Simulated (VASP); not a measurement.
# Na (Im-3m) in VASP: a series of runs

The runs below take Na through single point, relaxation of cell and atoms, with PBE.

Everything below comes from runs of VASP 6.6.1. Logs are shortened: lines on timing, memory, paths and dates and some standing lists are left out, and cuts for length are marked.

### 1 The cell of the first run

Symmetry: Im-3m, No. 229, cubic system. The conventional cell has a = 3.500 Å, b = 3.500 Å, c = 3.500 Å, α = 90.00°, β = 90.00°, γ = 90.00°. Na (site symmetry m-3m) has 14 Na at 3.03 to 3.50 Å within 4.0 Å.

### 2 Single point, PBE, collinear spin

INCAR

```
SYSTEM = Na
PREC     = Accurate       ! precision mode
ENCUT    = 520            ! plane-wave cutoff, eV
EDIFF    = 1E-7           ! SCF threshold, eV
ISMEAR   = -1             ! smearing method
SIGMA    = 0.05           ! smearing width, eV
LREAL    = .False.        ! projectors in reciprocal space
LASPH    = .True.         ! aspherical terms in the spheres
NELM     = 150            ! most SCF steps
ALGO     = Normal         ! electronic algorithm
ISIF     = 2              ! what is computed and relaxed
LWAVE    = .False.        ! write WAVECAR
LCHARG   = .False.        ! write CHGCAR
ISPIN    = 2              ! spin polarisation
MAGMOM   = 0.5            ! initial moments
LORBIT   = 11             ! projections on sites
GGA      = PE             ! functional
NBANDS   = 14             ! bands
```

KPOINTS

```
Automatic mesh
0
Gamma
  13 13 13
  0 0 0
```

POSCAR

```
Na
1.0
   -1.7501072043      1.7501072043      1.7501072043
    1.7501072043     -1.7501072043      1.7501072043
    1.7501072043      1.7501072043     -1.7501072043
Na
1
Direct
    0.0000000000      0.0000000000      0.0000000000
```

Potentials or basis: VASP PAW PBE potentials, release 64 (Na_pv).

Command:

```
cat potpaw_PBE.64/Na_pv/POTCAR > POTCAR
mpirun -np 1 vasp_std > vasp.out
```

OUTCAR:

```text
SYSTEM = Na
   PREC = Accurate
   ENCUT = 520
   EDIFF = 1E-7
   ISMEAR = -1
   LREAL = .False.
   LASPH = .True.
   NELM = 150
   ISIF = 2
   ISPIN = 2
   LORBIT = 11
   GGA = PE

 ion  position               nearest neighbor table
   1  0.000  0.000  0.000-

  LATTYP: Found a body centered cubic cell.
 ALAT       =     3.5002144086

  Lattice vectors:

 A1 = (  -1.7501072043,   1.7501072043,   1.7501072043)
 A2 = (   1.7501072043,  -1.7501072043,   1.7501072043)
 A3 = (   1.7501072043,   1.7501072043,  -1.7501072043)

Analysis of symmetry for initial positions (statically):
=====================================================================
 Subroutine PRICEL returns:
 Original cell was already a primitive cell.

 Routine SETGRP: Setting up the symmetry group for a
 body centered cubic supercell.

 Subroutine GETGRP returns: Found 48 space group operations
 (whereof 48 operations were pure point group operations)
 out of a pool of 48 trial point group operations.

The static configuration has the point symmetry O_h .

Analysis of symmetry for dynamics (positions and initial velocities):
=====================================================================
 Subroutine PRICEL returns:
 Original cell was already a primitive cell.

 Routine SETGRP: Setting up the symmetry group for a
 body centered cubic supercell.

 Subroutine GETGRP returns: Found 48 space group operations
 (whereof 48 operations were pure point group operations)
 out of a pool of 48 trial point group operations.

The dynamic configuration has the point symmetry O_h .

Analysis of structural, dynamic, and magnetic symmetry:
=====================================================================
 Subroutine PRICEL returns:
 Original cell was already a primitive cell.

 Routine SETGRP: Setting up the symmetry group for a
 body centered cubic supercell.

 Subroutine GETGRP returns: Found 48 space group operations
 (whereof 48 operations were pure point group operations)
 out of a pool of 48 trial point group operations.

The overall configuration has the point symmetry O_h .

 Subroutine INISYM returns: Found 48 space group operations
 (whereof 48 operations are pure point group operations),
 and found     1 'primitive' translations

----------------------------------------------------------------------------------------

                                     Primitive cell

  volume of cell :      21.4414

  direct lattice vectors                    reciprocal lattice vectors
    -1.750107204  1.750107204  1.750107204     0.000000000  0.285696784  0.285696784
     1.750107204 -1.750107204  1.750107204     0.285696784  0.000000000  0.285696784
     1.750107204  1.750107204 -1.750107204     0.285696784  0.285696784  0.000000000

  length of vectors
     3.031274597  3.031274597  3.031274597     0.404036267  0.404036267  0.404036267

  position of ions in fractional coordinates (direct lattice)
     0.000000000  0.000000000  0.000000000

  ion indices of the primitive-cell ions
   primitive index   ion index
                 1           1

----------------------------------------------------------------------------------------

 KPOINTS: Automatic mesh

Automatic generation of k-mesh.
 Grid dimensions read from file:
 generate k-points for:   13   13   13

 Generating k-lattice:

  Cartesian coordinates                     Fractional coordinates (reciprocal lattice)
     0.000000000  0.021976676  0.021976676     0.076923077  0.000000000  0.000000000
     0.021976676  0.000000000  0.021976676     0.000000000  0.076923077  0.000000000
     0.021976676  0.021976676  0.000000000     0.000000000  0.000000000  0.076923077

  Length of vectors
     0.031079713  0.031079713  0.031079713

  Shift w.r.t. Gamma in fractional coordinates (k-lattice)
     0.000000000  0.000000000  0.000000000

 Subroutine IBZKPT returns following result:
 ===========================================

 Found     84 irreducible k-points:

 Following reciprocal coordinates:
            Coordinates               Weight
  0.000000  0.000000  0.000000      1.000000
  0.076923  0.000000  0.000000     12.000000
  0.153846  0.000000  0.000000     12.000000
  0.230769  0.000000  0.000000     12.000000
  0.307692  0.000000  0.000000     12.000000
  0.384615  0.000000  0.000000     12.000000
[... 16 lines left out ...]
  0.153846  0.076923  0.076923     24.000000
  0.230769  0.076923  0.076923     24.000000
 [... further k-points ...]
   k-points           NKPTS =     84   k-points in BZ     NKDIM =     84   number of bands    NBANDS=     14
   number of dos      NEDOS =    301   number of ions     NIONS =      1
   total plane-waves  NPLWV =  13824
   dimension x,y,z NGX =    24 NGY =   24 NGZ =   24
   dimension x,y,z NGXF=    48 NGYF=   48 NGZF=   48
   ions per type =               1
   NGX,Y,Z   is equivalent  to a cutoff of  13.16, 13.16, 13.16 a.u.
   NGXF,Y,Z  is equivalent  to a cutoff of  26.32, 26.32, 26.32 a.u.
 SYSTEM =  Na
   PREC   = accura    normal or accurate (medium, high low for compatibility)
   ISTART =      0    job   : 0-new  1-cont  2-samecut
   ICHARG =      2    charge: 1-file 2-atom 10-const
   ISPIN  =      2    spin polarized calculation?
   LNONCOLLINEAR =      F non collinear calculations
   LSORBIT =      F    spin-orbit coupling
   LASPH  =      T    aspherical Exc in radial PAW
   ENCUT  =  520.0 eV  38.22 Ry    6.18 a.u.   5.64  5.64  5.64*2*pi/ulx,y,z
   NELM   =    150;   NELMIN=  2; NELMDL= -5     # of ELM steps
   EDIFF  = 0.1E-06   stopping-criterion for ELM
   LREAL  =      F    real-space projection
   EDIFFG = 0.1E-05   stopping-criterion for IOM
   NSW    =      0    number of steps for IOM
   IBRION =     -1    ionic relax: 0-MD 1-quasi-New 2-CG
   NFREE  =      0    steps in history (QN), initial steepest desc. (CG)
   ISIF   =      2    stress and relaxation
   ISYM   =      2    0-nonsym 1-usesym 2-fastsym
   POTIM  = 0.5000    time-step for ionic-motion
   TEBEG  =    0.0;   TEEND  =   0.0 temperature during run
   PSTRESS=    0.0 pullay stress
   NELECT =       7.0000    total number of electrons
   NUPDOWN=      -1.0000    fix difference up-down
   EMIN   =  10.00;   EMAX   =-10.00  energy-range for DOS
   EFERMI =   0.00;   METHOD = LEGACY
   ISMEAR =    -1;   SIGMA  =   0.05  broadening in eV -4-tet -1-fermi 0-gaus
   EFERMI_NEDOS =   21; number of points for ismear=-14 and -15
   IALGO  =     38    algorithm
   IMIX   =      4    mixing-type and parameters
     AMIX     =   0.40;   BMIX     =  1.00
     AMIX_MAG =   1.60;   BMIX_MAG =  1.00
  volume/ion in A,a.u.               =      21.44       144.69
  Fermi-wavevector in a.u.,A,eV,Ry     =   1.127257  2.130206 17.289030  1.270708
  Thomas-Fermi vector in A             =   2.263942
   LORBIT       =     11    0 simple, 1 ext, 2 COOP (PROOUT), +10 PAW based schemes
   GGA     = PE    functional components
   LHFCALC =     F    Hartree Fock is set to
   AEXX    =    0.0000 exact exchange contribution
   IVDW    =     0    specifies the selected vdW correction
   LEPSILON=     F    determine dielectric tensor
   LRPA    =     F    only Hartree local field effects (RPA)
 spin polarized calculation
  energy-cutoff  :      520.00
  volume of cell :       21.44
 maximum number of plane-waves:       603
   NGX = 11   NGY = 11   NGZ = 11

 number of electron       6.9999998 magnetization       0.0002016

 number of electron       6.9999998 magnetization      -0.0000189

 Free energy of the ion-electron system (eV)
  ---------------------------------------------------
  ext. energy  EPLUGINS =         0.00000000
  ---------------------------------------------------
  free energy    TOTEN  =        -0.94466572 eV

  energy without entropy =       -0.94103259  energy(sigma->0) =       -0.94284916

 E-fermi :   2.5721     XC(G=0):  -8.1339

 val. band max:        2.4630803868   @ k =  -0.3077   0.3077   0.3077
 cond. band min:       2.5951526161   @ k =  -0.3846   0.4615   0.0769
 fundamental gap:      0.1320722293
 Fermi energy:         2.5720608087

 spin component 1

 k-point     1 :       0.0000    0.0000    0.0000
  band No.  band energies     occupation
      1     -22.2543      1.00000
      2     -22.2543      1.00000
      3     -22.2543      1.00000
      4      -2.1435      1.00000
      5      18.2288      0.00000
      6      18.2288      0.00000
      7      18.2288      0.00000
      8      19.6346      0.00000
      9      19.6346      0.00000
     10      20.5049      0.00000
     11      20.5049      0.00000
     12      20.5049      0.00000
     13      23.5466      0.00000
     14      23.5466      0.00000
[... 375 lines left out ...]
 k-point    24 :       0.2308    0.0769    0.0769
  band No.  band energies     occupation
      1     -22.4071      1.00000
      2     -22.2982      1.00000
      3     -22.2657      1.00000
      4       0.5363      1.00000
      5       9.0668      0.00000
      6      11.7647      0.00000
      7      14.8225      0.00000
      8      18.9389      0.00000
      9      20.3083      0.00000
     10      23.8515      0.00000
     11      23.9958      0.00000
     12      25.8768      0.00000
     13      28.1235      0.00000
     14      31.7316      0.00000

 [... further k-points ...]

 spin component 2

 k-point     1 :       0.0000    0.0000    0.0000
  band No.  band energies     occupation
      1     -22.2543      1.00000
      2     -22.2543      1.00000
      3     -22.2543      1.00000
      4      -2.1434      1.00000
      5      18.2291      0.00000
      6      18.2291      0.00000
      7      18.2291      0.00000
      8      19.6347      0.00000
      9      19.6347      0.00000
     10      20.5048      0.00000
     11      20.5048      0.00000
     12      20.5048      0.00000
     13      23.5469      0.00000
     14      23.5469      0.00000
[... 375 lines left out ...]
 k-point    24 :       0.2308    0.0769    0.0769
  band No.  band energies     occupation
      1     -22.4071      1.00000
      2     -22.2982      1.00000
      3     -22.2657      1.00000
      4       0.5364      1.00000
      5       9.0669      0.00000
      6      11.7648      0.00000
      7      14.8228      0.00000
      8      18.9389      0.00000
      9      20.3085      0.00000
     10      23.8516      0.00000
     11      23.9959      0.00000
     12      25.8769      0.00000
     13      28.1237      0.00000
     14      31.7317      0.00000

 [... further k-points ...]

------------------------ aborting loop because EDIFF is reached ----------------------------------------

  FORCE on cell =-STRESS in cart. coord.  units (eV):
  Direction    XX          YY          ZZ          XY          YZ          ZX
  --------------------------------------------------------------------------------------
  -------------------------------------------------------------------------------------
  Total        1.5635982      1.5635982      1.5635982      0.0000000      0.0000000     -0.0000000
  in kB      116.8373761    116.8373761    116.8373761      0.0000000      0.0000000     -0.0000000
  external PRESSURE =     116.8373761 kB  Pullay stress =       0.0000000 kB

 VOLUME and BASIS-vectors are now :
 -----------------------------------------------------------------------------
  energy-cutoff  :      520.00
  volume of cell :       21.44
      direct lattice vectors                 reciprocal lattice vectors
    -1.750107204  1.750107204  1.750107204     0.000000000  0.285696784  0.285696784
     1.750107204 -1.750107204  1.750107204     0.285696784  0.000000000  0.285696784
     1.750107204  1.750107204 -1.750107204     0.285696784  0.285696784  0.000000000

 POSITION                                       TOTAL-FORCE (eV/Angst)
 -----------------------------------------------------------------------------------
      0.00000      0.00000      0.00000        -0.000000      0.000000     -0.000000
 -----------------------------------------------------------------------------------
    total drift:                               -0.000000      0.000000      0.000000

  FREE ENERGIE OF THE ION-ELECTRON SYSTEM (eV)
  ---------------------------------------------------
  free  energy   TOTEN  =        -0.9446657226 eV

  energy  without entropy=       -0.9410325877  energy(sigma->0) =       -0.94284916

 total charge

# of ion       s       p       d       tot
------------------------------------------
    1        0.151   5.993   0.000   6.144

 magnetization (x)

# of ion       s       p       d       tot
------------------------------------------
    1        0.000   0.000   0.000   0.000
```

Wall time 28 s (1 thread of Intel Xeon 8259CL, shared host); peak memory 0.16 GiB.

Results:

* Free energy: -0.9447 eV
* Pressure: 11.7 GPa
* Net moment: 0.00 μB per cell
* Valence electrons inside the program's atomic spheres: Na 6.14

Caveat: the cell stands under pressure.

### 3 Relaxation of cell and atoms, PBE

This run uses another cell than the first one, of 36.97 Å³/atom.

INCAR

```
SYSTEM = Na
  PREC = Accurate
  ENCUT = 600
  EDIFF = 1E-6
  ISMEAR = -1
  SIGMA = 0.05
  LREAL = .FALSE.
  LASPH = .TRUE.
  NELM = 100
  ALGO = Normal
  ISIF = 3
  LWAVE = .FALSE.
  LCHARG = .FALSE.
  GGA = PE
  IBRION = 2
  NSW = 60
  EDIFFG = -0.005
```

KPOINTS

```
Automatic mesh
0
G
  13 13 13
  0 0 0
```

POSCAR

```
Na
1.0
   -2.0985628867      2.0985628867      2.0985628867
    2.0985628867     -2.0985628867      2.0985628867
    2.0985628867      2.0985628867     -2.0985628867
Na
1
Direct
    0.0000000000      0.0000000000      0.0000000000
```

Potentials or basis: VASP PAW PBE potentials, release 64 (Na_pv).

Command:

```
cat potpaw_PBE.64/Na_pv/POTCAR > POTCAR
mpirun -np 1 vasp_std > vasp.out
```

It took 18 s on 1 thread of Intel Xeon 8259CL, shared host; peak memory 0.17 GiB.

The run converged. Its results:

| Property | Result |
| --- | --- |
| Free energy | -1.3122 eV |
| Pressure after relaxing | 0.0 GPa |
| Band gap on the k mesh | zero (an odd number of electrons rules out a gap without spin polarisation) |

Final structure:
```cif
data_structure
_symmetry_space_group_name_H-M 'P 1'
_symmetry_Int_Tables_number 1
_cell_length_a 3.6348
_cell_length_b 3.6348
_cell_length_c 3.6348
_cell_angle_alpha 109.471
_cell_angle_beta 109.471
_cell_angle_gamma 109.471
_cell_volume 36.97
loop_
_atom_site_label
_atom_site_type_symbol
_atom_site_fract_x
_atom_site_fract_y
_atom_site_fract_z
_atom_site_occupancy
Na1 Na 0.00000 0.00000 0.00000 1
```

Levels at points of the mesh, in eV from the Fermi level:
```
           k point  band 1  band 2  band 3  band 4  band 5  band 6  band 7
(0.00, 0.00, 0.00)  -24.93  -24.93  -24.93   -3.32   11.72   11.72   11.72
```

Caveat: the relaxation stopped at its first step, so nothing moved.

### 4 Single point, PBE, collinear spin

This run uses another cell than the first one, of 28.84 Å³/atom.

INCAR

```
SYSTEM = Na
  ALGO = Normal
  EDIFF = 1E-6
  ENCUT = 520
  GGA = PE
  ISIF = 2
  ISMEAR = 1
  ISPIN = 2
  LASPH = .True.
  LCHARG = .False.
  LORBIT = 11
  LREAL = .False.
  LWAVE = .False.
  MAGMOM = -4
  NBANDS = 14
  NELM = 150
  PREC = Accurate
  SIGMA = 0.001
```

KPOINTS

```
k-points
0
Gamma
  13 13 13
  0 0 0
```

POSCAR

```
Na
1.0
   -1.9317615710      1.9317615710      1.9317615710
    1.9317615710     -1.9317615710      1.9317615710
    1.9317615710      1.9317615710     -1.9317615710
Na
1
Direct
    0.0000000000      0.0000000000      0.0000000000
```

Command:

```
cat potpaw_PBE.64/Na_pv/POTCAR > POTCAR
mpirun -np 1 vasp_std > vasp.out
```

It took 79 s on 1 thread of Intel Xeon 8259CL, shared host; peak memory 0.19 GiB.

The run converged. Its results:

| Item | Value |
| --- | --- |
| Free energy | -1.2451 eV |
| Pressure | 3.0 GPa |
| Net moment | 0.03 μB per cell |
| Valence electrons inside the program's atomic spheres | Na 6.09 |

Levels at points of the mesh, in eV from the Fermi level:
Spin up:
| k point | band 1 | band 2 | band 3 | band 4 | band 5 | band 6 | band 7 | band 8 |
| --- | --- | --- | --- | --- | --- | --- | --- | --- |
| (0.00, 0.00, 0.00) | -24.80 | -24.80 | -24.80 | -3.92 | 13.39 | 13.39 | 13.39 | 14.55 |
Spin down:
| k point | band 1 | band 2 | band 3 | band 4 | band 5 | band 6 | band 7 |
| --- | --- | --- | --- | --- | --- | --- | --- |
| (0.00, 0.00, 0.00) | -24.80 | -24.80 | -24.80 | -3.86 | 13.44 | 13.44 | 13.44 |

Caveat: the cell stands under pressure.

### 5 The runs side by side

| task | spin | cell | cutoff (eV) | smearing | gap on the mesh (eV) | pressure (GPa) | moment (μB) |
| --- | --- | --- | --- | --- | --- | --- | --- |
| single point | collinear | a = 3.031 Å, angles 109.5°, 1 atom | 520 | fermi-dirac 0.05 eV | none | 11.7 | 0.00 |
| relaxation of cell and atoms | off | relaxed from a = 3.635 Å, angles 109.5°, 1 atom | 600 | fermi-dirac 0.05 eV | none | 0.0 | - |
| single point | collinear | a = 3.346 Å, angles 109.5°, 1 atom | 520 | methfessel-paxton 0.001 eV | none | 3.0 | 0.03 |

Alike in all rows: level PBE; potentials or basis VASP PAW PBE potentials, release 64 (Na_pv); k mesh 13 × 13 × 13.

Caveats: the cell stands under pressure (at least some runs); the relaxation stopped at its first step, so nothing moved (at least some runs).

Total energies depend on the potentials used, so only differences within one code and one set of settings carry meaning.
